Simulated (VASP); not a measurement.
Wanted: the native input for a VASP 6.6.1 run.

```yaml
Task: single point
Functional: PBE
Potentials_or_basis: VASP PAW PBE potentials, release 64 (La, Ta_pv, O)
Cutoff: 520 eV
k_mesh: 6 × 6 × 6
Occupations: gaussian, width 0.02 eV
Spin: no spin polarisation
Dipole_correction: no
Further_INCAR_settings: LREAL = Auto; ALGO = Normal; EDIFF = 1e-06; NBANDS = 77
```

The structure of La2TaO5 lies in POSCAR:

```
La2TaO5
1.0
   -4.4814587108      4.4814587108      3.0600315141
    4.4814587108     -4.4814587108      3.0600315141
    4.4814587108      4.4814587108     -3.0600315141
La Ta O
4 2 10
Direct
    0.3869904065      0.1736448632      0.5606352697
    0.6130095935      0.8263551368      0.4393647303
    0.1736448632      0.6130095935      0.7866544567
    0.8263551368      0.3869904065      0.2133455433
    0.2265618379      0.2265618379      0.0000000000
    0.7734381621      0.7734381621      0.0000000000
    0.3658356297      0.0796221417      0.9022134200
    0.1774087217      0.4636222097      0.0977865800
    0.0796221417      0.1774087217      0.7137865120
    0.4636222097      0.3658356297      0.2862134880
    0.8225912783      0.5363777903      0.9022134200
    0.6341643703      0.9203778583      0.0977865800
    0.5363777903      0.6341643703      0.7137865120
    0.9203778583      0.8225912783      0.2862134880
    0.2500000000      0.7500000000      0.5000000000
    0.7500000000      0.2500000000      0.5000000000
```

These files were run (other wordings do the same):

INCAR

```
PREC = Accurate ; ENCUT = 520
EDIFF = 1E-6 ; ISMEAR = 0
SIGMA = 0.02 ; LREAL = Auto
LASPH = T ; NELM = 80
ALGO = Normal ; ISIF = 2
LWAVE = F ; LCHARG = F
GGA = PE ; NBANDS = 77
```

KPOINTS

```
regular mesh
0
Gamma
  6 6 6
```

Potentials or basis: VASP PAW PBE potentials, release 64 (La, Ta_pv, O).

Command:

```console
$ cat potpaw_PBE.64/La/POTCAR potpaw_PBE.64/Ta_pv/POTCAR potpaw_PBE.64/O/POTCAR > POTCAR
$ mpirun -np 1 vasp_std > vasp.out
```

Results of the run:

The pressure is 4.0 GPa and the largest force is 0.111 eV/Å. The band gap on the k mesh is 1.87 eV.

Caveat: the cell stands under pressure; spin-orbit coupling is left out, which moves the levels of the heavy elements.

Run time: 31 min on 1 thread of Intel(R) Xeon(R) 6975P-C (Granite Rapids), with other jobs on the host, peak memory 0.66 GiB.
